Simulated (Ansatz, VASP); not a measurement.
## One calculation of WSe2, two programs

```
W Se
1.0
     3.24861    0.00000    0.00000
    -1.62430    2.81338    0.00000
     0.00000    0.00000   23.62832
W Se
2 4
Direct
  0.47402 0.33333 0.13547
  0.51553 0.66667 0.86453
  0.16095 0.66667 0.20589
  0.84583 0.33333 0.93511
  0.16615 0.66667 0.06489
  0.85137 0.33333 0.79411
```

Change from the starting cell: mode 4 frozen in at -0.600 Å and mode 11 at -0.040 Å (largest displacements).

Alike in both runs: task single point; functional LDA; k mesh 9 × 9 × 2; occupations gaussian, width 0.05 eV; no spin polarisation.

|  | VASP | Ansatz |
| --- | --- | --- |
| version | VASP 6.6.1 | Ansatz 0.2.0 |
| potentials or method | VASP PAW LDA potentials, release 64 (W_sv, Se), cutoff 520 eV | scalar-relativistic, plane waves, PAW |
| valence electrons in the cell | 52 | 92 |

VASP gave:

```
gap on the k mesh at the Fermi level (eV) : 1.27
least direct gap on the mesh (eV)         : 1.71
rms of the force components (eV/Å)        : 0.429
```

Task: What did Ansatz give for the same quantities?

Result: gap on the k mesh at the Fermi level (eV): 1.28; least direct gap on the mesh (eV): 1.71; rms of the force components (eV/Å): 0.427.

Ansatz warns that its potentials were made for another functional, while VASP's fit it. LDA's correlation is that of Perdew and Zunger in VASP and of Perdew and Wang (1992) in Ansatz. Atom by atom the forces differ by 0.049 eV/Å (rms over components). VASP's potentials hold 52 valence electrons a cell and Ansatz's 92, so a difference there can come from the potentials and not from the codes.

Neither program's run includes spin-orbit coupling.
